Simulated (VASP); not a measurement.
# TiO2 (P4_2/mnm) in VASP: a series of runs

TiO2 is run at these levels: PBEsol+U, r2SCAN+U, PBE; tasks: single point, relaxation of cell and atoms.

Everything below comes from runs of VASP 6.6.1. Logs are shortened: lines on timing, memory, paths and dates and some standing lists are left out, and cuts for length are marked.

## 1. The cell of the first run

It takes space group P4_2/mnm (No. 136, tetragonal). The conventional cell has a = 4.591 Å, b = 4.591 Å, c = 2.969 Å, α = 90.00°, β = 90.00°, γ = 90.00°. Ti (site symmetry mmm) has 6 O at 1.95 to 1.98 Å within 2.6 Å. O (site symmetry m2m) has 3 Ti at 1.95 to 1.98 Å and 1 O at 2.53 Å within 2.6 Å.

## 2. Single point, PBEsol+U

File INCAR:

```
SYSTEM = TiO2
PREC = Accurate ; ENCUT = 520
EDIFF = 1E-6 ; ISMEAR = -1
SIGMA = 0.05 ; LREAL = .FALSE.
LASPH = .TRUE. ; NELM = 150
ALGO = Normal ; ISIF = 2
LWAVE = .FALSE. ; LCHARG = .FALSE.
LMAXMIX = 4 ; LDAU = .TRUE.
LDAUTYPE = 2 ; LDAUL = 2 -1
LDAUU = 3 0 ; LDAUJ = 0 0
LDAUPRINT = 1 ; GGA = PS
NBANDS = 33
```

File KPOINTS:

```
Automatic mesh
0
G
  6 6 9
  0 0 0
```

File POSCAR:

```
TiO2
1.0
    4.5908682285      0.0000000000      0.0000000000
    0.0000000000      4.5908682285      0.0000000000
    0.0000000000      0.0000000000      2.9692150486
Ti O
2 4
Direct
    0.0000000000      0.0000000000      0.5000000000
    0.5000000000      0.5000000000      0.0000000000
    0.3049150215      0.3049150215      0.5000000000
    0.1950849785      0.8049150215      0.0000000000
    0.8049150215      0.1950849785      0.0000000000
    0.6950849785      0.6950849785      0.5000000000
```

Potentials or basis: VASP PAW PBE potentials, release 64 (Ti_sv, O).

Launch:

```bash
$ cat potpaw_PBE.64/Ti_sv/POTCAR potpaw_PBE.64/O/POTCAR > POTCAR
$ mpirun -np 1 vasp_std > vasp.out
```

OUTCAR:

```text
SYSTEM = TiO2
   PREC = Accurate
   ENCUT = 520
   EDIFF = 1E-6
   ISMEAR = -1
   LREAL = .FALSE.
   LASPH = .TRUE.
   NELM = 150
   ISIF = 2
   GGA = PS

 ion  position               nearest neighbor table
   1  0.000  0.000  0.500-   4 1.95   5 1.95   4 1.95   5 1.95   3 1.98   6 1.98
   2  0.500  0.500  0.000-   3 1.95   6 1.95   3 1.95   6 1.95   5 1.98   4 1.98
   3  0.305  0.305  0.500-   2 1.95   2 1.95   1 1.98
   4  0.195  0.805  0.000-   1 1.95   1 1.95   2 1.98
   5  0.805  0.195  0.000-   1 1.95   1 1.95   2 1.98
   6  0.695  0.695  0.500-   2 1.95   2 1.95   1 1.98

  LATTYP: Found a simple tetragonal cell.
 ALAT       =     4.5908682285
 C/A-ratio  =     0.6467654702

  Lattice vectors:

 A1 = (   4.5908682285,   0.0000000000,   0.0000000000)
 A2 = (   0.0000000000,   4.5908682285,   0.0000000000)
 A3 = (   0.0000000000,   0.0000000000,   2.9692150486)

Analysis of symmetry for initial positions (statically):
=====================================================================
 Subroutine PRICEL returns:
 Original cell was already a primitive cell.

 Routine SETGRP: Setting up the symmetry group for a
 simple tetragonal supercell.

 Subroutine GETGRP returns: Found 16 space group operations
 (whereof  8 operations were pure point group operations)
 out of a pool of 16 trial point group operations.

The static configuration has the point symmetry D_2h.
 The point group associated with its full space group is D_4h.

Analysis of symmetry for dynamics (positions and initial velocities):
=====================================================================
 Subroutine PRICEL returns:
 Original cell was already a primitive cell.

 Routine SETGRP: Setting up the symmetry group for a
 simple tetragonal supercell.

 Subroutine GETGRP returns: Found 16 space group operations
 (whereof  8 operations were pure point group operations)
 out of a pool of 16 trial point group operations.

The dynamic configuration has the point symmetry D_2h.
 The point group associated with its full space group is D_4h.

 Subroutine INISYM returns: Found 16 space group operations
 (whereof  8 operations are pure point group operations),
 and found     1 'primitive' translations

----------------------------------------------------------------------------------------

                                     Primitive cell

  volume of cell :      62.5794

  direct lattice vectors                    reciprocal lattice vectors
     4.590868228  0.000000000  0.000000000     0.217823721  0.000000000  0.000000000
     0.000000000  4.590868228  0.000000000     0.000000000  0.217823721  0.000000000
     0.000000000  0.000000000  2.969215049     0.000000000  0.000000000  0.336789348

  length of vectors
     4.590868228  4.590868228  2.969215049     0.217823721  0.217823721  0.336789348

  position of ions in fractional coordinates (direct lattice)
     0.000000000  0.000000000  0.500000000
     0.500000000  0.500000000  0.000000000
     0.304915022  0.304915022  0.500000000
     0.195084978  0.804915022  0.000000000
     0.804915022  0.195084978  0.000000000
     0.695084978  0.695084978  0.500000000

  ion indices of the primitive-cell ions
   primitive index   ion index
                 1           1
                 2           2
                 3           3
                 4           4
[... 106 lines left out ...]
   IVDW    =     0    specifies the selected vdW correction
   LEPSILON=     F    determine dielectric tensor
   LRPA    =     F    only Hartree local field effects (RPA)
 non-spin polarized calculation
  energy-cutoff  :      520.00
  volume of cell :       62.58
 maximum number of plane-waves:      1720
 NGX is ok and might be reduce to    36
   NGX = 17   NGY = 17   NGZ = 11

atom =   1  type =  1  l = 2

 onsite density matrix

spin component  1

  0.1996  0.0000 -0.0751  0.0000 -0.0000
  0.0000  0.1899  0.0000 -0.0847  0.0000
 -0.0751  0.0000  0.1363  0.0000  0.0000
  0.0000 -0.0847  0.0000  0.1899  0.0000
 -0.0000  0.0000  0.0000  0.0000  0.1067

spin component  2

  0.1996  0.0000 -0.0751  0.0000 -0.0000
  0.0000  0.1899  0.0000 -0.0847  0.0000
 -0.0751  0.0000  0.1363  0.0000  0.0000
  0.0000 -0.0847  0.0000  0.1899  0.0000
 -0.0000  0.0000  0.0000  0.0000  0.1067

 occupancies and eigenvectors

  o =  0.0864  v = -0.5530  0.0000 -0.8332  0.0000  0.0000  0.0000  0.0000  0.0000  0.0000  0.0000      0.0000  0.0000  0.0000  0.0000  0.0000  0.0000  0.0000  0.0000  0.0000  0.0000
  o =  0.0864  v =  0.0000  0.0000  0.0000  0.0000  0.0000 -0.5530  0.0000 -0.8332  0.0000  0.0000      0.0000  0.0000  0.0000  0.0000  0.0000  0.0000  0.0000  0.0000  0.0000  0.0000
  o =  0.1052  v =  0.0000  0.7071  0.0000  0.7071 -0.0000  0.0000  0.0000  0.0000  0.0000  0.0000      0.0000  0.0000  0.0000  0.0000  0.0000  0.0000  0.0000  0.0000  0.0000  0.0000
  o =  0.1052  v =  0.0000  0.0000  0.0000  0.0000  0.0000  0.0000  0.7071  0.0000  0.7071 -0.0000      0.0000  0.0000  0.0000  0.0000  0.0000  0.0000  0.0000  0.0000  0.0000  0.0000
  o =  0.1067  v = -0.0000 -0.0000 -0.0000  0.0000 -1.0000  0.0000  0.0000  0.0000  0.0000  0.0000      0.0000  0.0000  0.0000  0.0000  0.0000  0.0000  0.0000  0.0000  0.0000  0.0000
  o =  0.1067  v =  0.0000  0.0000  0.0000  0.0000  0.0000 -0.0000 -0.0000 -0.0000  0.0000 -1.0000      0.0000  0.0000  0.0000  0.0000  0.0000  0.0000  0.0000  0.0000  0.0000  0.0000
  o =  0.2494  v = -0.8332  0.0000  0.5530  0.0000  0.0000  0.0000  0.0000  0.0000  0.0000  0.0000      0.0000  0.0000  0.0000  0.0000  0.0000  0.0000  0.0000  0.0000  0.0000  0.0000
  o =  0.2494  v =  0.0000  0.0000  0.0000  0.0000  0.0000 -0.8332  0.0000  0.5530  0.0000  0.0000      0.0000  0.0000  0.0000  0.0000  0.0000  0.0000  0.0000  0.0000  0.0000  0.0000
  o =  0.2746  v =  0.0000  0.0000  0.0000  0.0000  0.0000  0.0000  0.7071  0.0000 -0.7071 -0.0000      0.0000  0.0000  0.0000  0.0000  0.0000  0.0000  0.0000  0.0000  0.0000  0.0000
  o =  0.2746  v =  0.0000  0.7071  0.0000 -0.7071 -0.0000  0.0000  0.0000  0.0000  0.0000  0.0000      0.0000  0.0000  0.0000  0.0000  0.0000  0.0000  0.0000  0.0000  0.0000  0.0000

atom =   2  type =  1  l = 2

 onsite density matrix

spin component  1

  0.1996  0.0000  0.0751  0.0000  0.0000
  0.0000  0.1899  0.0000  0.0847  0.0000
  0.0751  0.0000  0.1363  0.0000 -0.0000
  0.0000  0.0847  0.0000  0.1899  0.0000
  0.0000  0.0000 -0.0000  0.0000  0.1067

spin component  2

  0.1996  0.0000  0.0751  0.0000  0.0000
  0.0000  0.1899  0.0000  0.0847  0.0000
  0.0751  0.0000  0.1363  0.0000 -0.0000
  0.0000  0.0847  0.0000  0.1899  0.0000
  0.0000  0.0000 -0.0000  0.0000  0.1067

 occupancies and eigenvectors

  o =  0.0864  v = -0.5530  0.0000  0.8332 -0.0000  0.0000  0.0000  0.0000  0.0000  0.0000  0.0000      0.0000  0.0000  0.0000  0.0000  0.0000  0.0000  0.0000  0.0000  0.0000  0.0000
  o =  0.0864  v =  0.0000  0.0000  0.0000  0.0000  0.0000 -0.5530  0.0000  0.8332 -0.0000  0.0000      0.0000  0.0000  0.0000  0.0000  0.0000  0.0000  0.0000  0.0000  0.0000  0.0000
  o =  0.1052  v = -0.0000 -0.7071  0.0000  0.7071  0.0000  0.0000  0.0000  0.0000  0.0000  0.0000      0.0000  0.0000  0.0000  0.0000  0.0000  0.0000  0.0000  0.0000  0.0000  0.0000
  o =  0.1052  v =  0.0000  0.0000  0.0000  0.0000  0.0000 -0.0000 -0.7071  0.0000  0.7071  0.0000      0.0000  0.0000  0.0000  0.0000  0.0000  0.0000  0.0000  0.0000  0.0000  0.0000
  o =  0.1067  v =  0.0000  0.0000  0.0000  0.0000  0.0000 -0.0000 -0.0000  0.0000  0.0000 -1.0000      0.0000  0.0000  0.0000  0.0000  0.0000  0.0000  0.0000  0.0000  0.0000  0.0000
  o =  0.1067  v = -0.0000 -0.0000  0.0000  0.0000 -1.0000  0.0000  0.0000  0.0000  0.0000  0.0000      0.0000  0.0000  0.0000  0.0000  0.0000  0.0000  0.0000  0.0000  0.0000  0.0000
  o =  0.2494  v = -0.8332 -0.0000 -0.5530 -0.0000  0.0000  0.0000  0.0000  0.0000  0.0000  0.0000      0.0000  0.0000  0.0000  0.0000  0.0000  0.0000  0.0000  0.0000  0.0000  0.0000
  o =  0.2494  v =  0.0000  0.0000  0.0000  0.0000  0.0000 -0.8332 -0.0000 -0.5530 -0.0000  0.0000      0.0000  0.0000  0.0000  0.0000  0.0000  0.0000  0.0000  0.0000  0.0000  0.0000
  o =  0.2746  v =  0.0000 -0.7071  0.0000 -0.7071 -0.0000  0.0000  0.0000  0.0000  0.0000  0.0000      0.0000  0.0000  0.0000  0.0000  0.0000  0.0000  0.0000  0.0000  0.0000  0.0000
  o =  0.2746  v =  0.0000  0.0000  0.0000  0.0000  0.0000  0.0000 -0.7071  0.0000 -0.7071 -0.0000      0.0000  0.0000  0.0000  0.0000  0.0000  0.0000  0.0000  0.0000  0.0000  0.0000

 number of electron      48.0000023 magnetization

 Free energy of the ion-electron system (eV)
  ---------------------------------------------------
  ext. energy  EPLUGINS =         0.00000000
  ---------------------------------------------------
  free energy    TOTEN  =       -52.04243622 eV

  energy without entropy =      -52.04243622  energy(sigma->0) =      -52.04243622

 E-fermi :   5.9910     XC(G=0): -11.6997

 val. band max:        4.9536788701   @ k =   0.0000   0.0000   0.0000
 cond. band min:       7.1496039724   @ k =   0.0000   0.0000   0.0000
 fundamental gap:      2.1959251023
 Fermi energy:         5.9910175388

 k-point     1 :       0.0000    0.0000    0.0000
  band No.  band energies     occupation
      1     -52.5112      2.00000
      2     -52.4944      2.00000
      3     -28.8894      2.00000
      4     -28.8894      2.00000
      5     -28.7337      2.00000
      6     -28.7337      2.00000
[... 853 lines left out ...]
     32      10.1357      0.00000
     33      11.4616      0.00000

 [... further k-points ...]

------------------------ aborting loop because EDIFF is reached ----------------------------------------

  FORCE on cell =-STRESS in cart. coord.  units (eV):
  Direction    XX          YY          ZZ          XY          YZ          ZX
  --------------------------------------------------------------------------------------
  -------------------------------------------------------------------------------------
  Total        1.3175461      1.3175461      1.6392392      0.0000000      0.0000000      0.0000000
  in kB       33.7322322     33.7322322     41.9683211      0.0000000      0.0000000      0.0000000
  external PRESSURE =      36.4775952 kB  Pullay stress =       0.0000000 kB

 VOLUME and BASIS-vectors are now :
 -----------------------------------------------------------------------------
  energy-cutoff  :      520.00
  volume of cell :       62.58
      direct lattice vectors                 reciprocal lattice vectors
     4.590868228  0.000000000  0.000000000     0.217823721  0.000000000  0.000000000
     0.000000000  4.590868228  0.000000000     0.000000000  0.217823721  0.000000000
     0.000000000  0.000000000  2.969215049     0.000000000  0.000000000  0.336789348

 POSITION                                       TOTAL-FORCE (eV/Angst)
 -----------------------------------------------------------------------------------
      0.00000      0.00000      1.48461         0.000000      0.000000      0.000000
      2.29543      2.29543      0.00000         0.000000      0.000000      0.000000
      1.39982      1.39982      1.48461        -0.082105     -0.082105     -0.000000
      0.89561      3.69526      0.00000         0.082105     -0.082105     -0.000000
      3.69526      0.89561      0.00000        -0.082105      0.082105      0.000000
      3.19104      3.19104      1.48461         0.082105      0.082105      0.000000
 -----------------------------------------------------------------------------------
    total drift:                               -0.000000      0.000000     -0.000000

  FREE ENERGIE OF THE ION-ELECTRON SYSTEM (eV)
  ---------------------------------------------------
  free  energy   TOTEN  =       -52.0424362196 eV

  energy  without entropy=      -52.0424362196  energy(sigma->0) =      -52.04243622
```

Wall time 48 s (1 thread of Intel Xeon 6975P-C (Granite Rapids), shared host); peak memory 0.22 GiB.

What came out:

```yaml
Free_energy: -52.0424 eV
Pressure: 3.6 GPa
Largest_force: 0.116 eV/Å
Band_gap_on_the_k_mesh: 2.20 eV
```

Forces on the atoms (eV/Å):
```
Ti   0.000  0.000  0.000
Ti   0.000  0.000  0.000
O   -0.082 -0.082  0.000
O    0.082 -0.082  0.000
O   -0.082  0.082  0.000
O    0.082  0.082  0.000
```

Levels at points of the mesh, in eV from the valence-band top:
```tsv
k point	band 20	band 21	band 22	band 23	band 24	band 25	band 26	band 27	band 28	band 29
(0.00, 0.00, 0.00)	-2.14	-0.80	-0.50	-0.50	0.00	2.20	2.43	2.75	2.82	2.82
(0.50, 0.00, 0.00)	-3.13	-1.73	-1.73	-0.79	-0.79	2.83	2.83	3.35	3.35	3.86
(0.50, 0.50, 0.00)	-2.14	-1.44	-1.44	-1.15	-1.15	2.21	2.21	2.84	2.84	4.12
```

Eigenvalues of the final occupation matrices:
```csv
site,spin,trace,eigenvalues
site 1 d,1,0.82,0.09 0.11 0.11 0.25 0.27
site 1 d,2,0.82,0.09 0.11 0.11 0.25 0.27
site 2 d,1,0.82,0.09 0.11 0.11 0.25 0.27
site 2 d,2,0.82,0.09 0.11 0.11 0.25 0.27
```

Caveat: the cell stands under pressure; the PAW data sets were made with another functional, which shifts forces and pressure a little; an odd mesh through Γ misses points on the zone boundary, where band edges can lie.

## 3. Single point, PBEsol+U

This run uses another cell than the first one, of 10.47 Å³/atom.

File INCAR:

```
  PREC = Accurate
  ENCUT = 520
  EDIFF = 1E-6
  ISMEAR = -1
  SIGMA = 0.05
  LREAL = F
  LASPH = T
  NELM = 150
  ALGO = Normal
  ISIF = 2
  LWAVE = F
  LCHARG = F
  LMAXMIX = 4
  LDAU = T
  LDAUTYPE = 2
  LDAUL = 2 -1
  LDAUU = 4 0
  LDAUJ = 0 0
  LDAUPRINT = 1
  GGA = PS
  NBANDS = 33
```

File KPOINTS:

```
Automatic mesh
0
Gamma
  6 6 9
```

File POSCAR:

```
TiO2
1.0
    4.5906073012      0.0000000000      0.0000000000
    0.0000000000      4.5906073012      0.0000000000
    0.0000000000      0.0000000000      2.9803910457
Ti O
2 4
Direct
    0.0000000000      0.0000000000      0.5000000000
    0.5000000000      0.5000000000      0.0000000000
    0.3050956311      0.3050956311      0.5000000000
    0.1949043689      0.8050956311      0.0000000000
    0.8050956311      0.1949043689      0.0000000000
    0.6949043689      0.6949043689      0.5000000000
```

Potentials or basis: VASP PAW PBE potentials, release 64 (Ti_sv, O).

Launch:

```bash
$ cat potpaw_PBE.64/Ti_sv/POTCAR potpaw_PBE.64/O/POTCAR > POTCAR
$ mpirun -np 1 vasp_std > vasp.out
```

Run time: 45 s. Hardware: 1 thread of Intel Xeon 6975P-C (Granite Rapids), shared host; peak memory 0.22 GiB.

Results (log left out):

| Property | Result |
| --- | --- |
| Free energy | -50.7547 eV |
| Pressure | 4.5 GPa |
| Largest force | 0.143 eV/Å |
| Band gap on the k mesh | 2.33 eV |

Forces on the atoms (eV/Å):
```
Ti   0.000  0.000  0.000
Ti   0.000  0.000  0.000
O   -0.101 -0.101  0.000
O    0.101 -0.101  0.000
O   -0.101  0.101  0.000
O    0.101  0.101  0.000
```

Stress tensor (GPa, compression positive):
```
4.19 0.00 0.00
0.00 4.19 0.00
0.00 0.00 5.05
```

Levels at points of the mesh, in eV from the valence-band top:
```tsv
k point	band 20	band 21	band 22	band 23	band 24	band 25	band 26	band 27	band 28	band 29
(0.00, 0.00, 0.00)	-2.20	-0.84	-0.52	-0.52	0.00	2.33	2.55	2.88	2.94	2.94
(0.50, 0.00, 0.00)	-3.14	-1.76	-1.76	-0.79	-0.79	2.95	2.95	3.48	3.48	3.97
(0.50, 0.50, 0.00)	-2.09	-1.48	-1.48	-1.17	-1.17	2.33	2.33	2.96	2.96	4.21
```

Eigenvalues of the final occupation matrices:
```csv
site,spin,trace,eigenvalues
site 1 d,1,0.80,0.08 0.10 0.10 0.25 0.27
site 1 d,2,0.80,0.08 0.10 0.10 0.25 0.27
site 2 d,1,0.80,0.08 0.10 0.10 0.25 0.27
site 2 d,2,0.80,0.08 0.10 0.10 0.25 0.27
```

Caveat: the cell stands under pressure; the PAW data sets were made with another functional, which shifts forces and pressure a little; an odd mesh through Γ misses points on the zone boundary, where band edges can lie.

## 4. Relaxation of cell and atoms, PBEsol+U

File INCAR:

```
SYSTEM = TiO2
PREC = Accurate
ENCUT = 600
EDIFF = 1E-7
ISMEAR = -1
SIGMA = 0.05
LREAL = .FALSE.
LASPH = .TRUE.
NELM = 150
ALGO = Normal
ISIF = 3
LWAVE = .FALSE.
LCHARG = .FALSE.
LMAXMIX = 4
LDAU = .TRUE.
LDAUTYPE = 2
LDAUL = 2 -1
LDAUU = 3 0
LDAUJ = 0 0
LDAUPRINT = 1
GGA = PS
IBRION = 2
NSW = 60
EDIFFG = -0.01
```

File KPOINTS:

```
Automatic mesh
0
G
  6 6 9
  0 0 0
```

File POSCAR:

```
TiO2
1.0
    4.5998373239      0.0000000000      0.0000000000
    0.0000000000      4.5998373239      0.0000000000
    0.0000000000      0.0000000000      2.9592135600
Ti O
2 4
Direct
    0.0000000000      0.0000000000      0.5000000000
    0.5000000000      0.5000000000      0.0000000000
    0.3043213200      0.3043213200      0.5000000000
    0.1956786800      0.8043213200      0.0000000000
    0.8043213200      0.1956786800      0.0000000000
    0.6956786800      0.6956786800      0.5000000000
```

Launch:

```bash
$ cat potpaw_PBE.64/Ti_sv/POTCAR potpaw_PBE.64/O/POTCAR > POTCAR
$ mpirun -np 1 vasp_std > vasp.out
```

Wall time 4.7 min (1 thread of Intel Xeon Platinum 8488C (Sapphire Rapids), shared host); peak memory 0.25 GiB.

Results (log left out):

```yaml
Free_energy: -52.0600 eV
Relaxed_volume: 10.57 Å³/atom
Relaxed_cell: a = 4.613 Å, b = 4.613 Å, c = 2.981 Å, α = 90.00°, β = 90.00°, γ = 90.00°
Space_group_after_relaxing_to_0.1_Å: P4_2/mnm (No. 136)
Energy_gained_by_relaxing: 1.6 meV/atom
Ionic_steps: 4
Pressure_after_relaxing: 0.0 GPa
Largest_force_after_relaxing: 0.008 eV/Å
Band_gap_on_the_k_mesh: 2.15 eV
```

Forces on the atoms (eV/Å):
```
Ti   0.000  0.000  0.000
Ti   0.000  0.000  0.000
O    0.006  0.006  0.000
O   -0.006  0.006  0.000
O    0.006 -0.006  0.000
O   -0.006 -0.006  0.000
```

Stress tensor (GPa, compression positive):
```
-0.08  0.00  0.00
 0.00 -0.08  0.00
 0.00  0.00  0.06
```

The path:
```tsv
step	energy change (eV)	largest force (eV/Å)	pressure (GPa)	volume (Å³)
1	0.0000	0.0387	3.30	62.61
2	0.0076	0.1473	-4.32	64.58
3	-0.0092	0.0453	-0.05	63.44
4	-0.0096	0.0079	-0.03	63.44
```

Final structure:
```
Ti O
1.0
     4.61340    0.00000    0.00000
     0.00000    4.61340    0.00000
     0.00000    0.00000    2.98074
Ti O
2 4
Direct
  0.00000 0.00000 0.50000
  0.50000 0.50000 0.00000
  0.30449 0.30449 0.50000
  0.19551 0.80449 0.00000
  0.80449 0.19551 0.00000
  0.69551 0.69551 0.50000
```

Levels at points of the mesh, in eV from the valence-band top:
| k point | band 20 | band 21 | band 22 | band 23 | band 24 | band 25 | band 26 | band 27 | band 28 |
| --- | --- | --- | --- | --- | --- | --- | --- | --- | --- |
| (0.00, 0.00, 0.00) | -2.13 | -0.81 | -0.51 | -0.51 | 0.00 | 2.15 | 2.36 | 2.69 | 2.77 |
| (0.50, 0.00, 0.00) | -3.13 | -1.72 | -1.72 | -0.77 | -0.77 | 2.76 | 2.76 | 3.29 | 3.29 |
| (0.50, 0.50, 0.00) | -2.11 | -1.43 | -1.43 | -1.17 | -1.17 | 2.16 | 2.16 | 2.79 | 2.79 |

Eigenvalues of the final occupation matrices:
| site | spin | trace | eigenvalues |
| --- | --- | --- | --- |
| site 1 d | 1 | 0.81 | 0.08 0.10 0.11 0.25 0.27 |
| site 1 d | 2 | 0.81 | 0.08 0.10 0.11 0.25 0.27 |
| site 2 d | 1 | 0.81 | 0.08 0.10 0.11 0.25 0.27 |
| site 2 d | 2 | 0.81 | 0.08 0.10 0.11 0.25 0.27 |

Caveat: the PAW data sets were made with another functional, which shifts forces and pressure a little; an odd mesh through Γ misses points on the zone boundary, where band edges can lie.

(Continued in part 2 of 2.)
